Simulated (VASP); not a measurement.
Ni: single point with r2SCAN

Crystal: Ni.

```
CELL_PARAMETERS angstrom
2.44802 0.00000 0.00000
-1.22401 2.12005 0.00000
0.00000 0.00000 4.07281
ATOMIC_POSITIONS crystal
Ni 0.33333 0.66667 0.25000
Ni 0.66667 0.33333 0.75000
```

This isn't the form of Ni at room conditions, which is fcc.

* Program: VASP 6.6.1
* Task: single point
* Functional: r2SCAN
* Potentials or basis: VASP PAW PBE potentials, release 64 (Ni_sv_GW)
* Cutoff: 650 eV
* k mesh: 9 × 9 × 4
* Occupations: gaussian, width 0.1 eV
* Spin: collinear spin, ferromagnetic start
* Starting moments: [2.0, 2.0] μB
* Dipole correction: no
* Further INCAR settings: ALGO = Normal; EDIFF = 1e-06; NBANDS = 29

* Pressure: -3.7 GPa
* Net moment: 1.61 μB per cell
* Site moments: Ni +0.87 μB
* Valence electrons inside the program's atomic spheres: Ni 16.38

Stress tensor (GPa, compression positive):
```
-1.97  0.00  0.00
 0.00 -1.97  0.00
 0.00  0.00 -7.18
```

Levels at points of the mesh, in eV from the Fermi level:
Spin up:
| k point | band 16 | band 17 | band 18 | band 19 | band 20 | band 21 | band 22 | band 23 |
| --- | --- | --- | --- | --- | --- | --- | --- | --- |
| (0.00, 0.00, 0.00) | -2.15 | -2.15 | -1.21 | -1.21 | -0.78 | 5.52 | 23.63 | 25.99 |
| (0.00, 0.00, 0.50) | -2.96 | -1.51 | -1.51 | -1.51 | -1.51 | 14.50 | 14.50 | 24.39 |
Spin down:
```tsv
k point	band 15	band 16	band 17	band 18	band 19	band 20
(0.00, 0.00, 0.00)	-1.42	-1.02	-1.02	-0.99	0.00	0.00
(0.00, 0.00, 0.50)	-1.77	-1.77	-0.30	-0.30	-0.30	-0.30
```

It took 8.1 min on 1 thread of AMD EPYC 7R43 64-Core Processor (Zen 3), with other jobs on the host, peak memory 0.16 GiB.

Caveat: the k points lie up to 0.39 Å⁻¹ apart; the PAW data sets were made with another functional, which shifts forces and pressure a little.
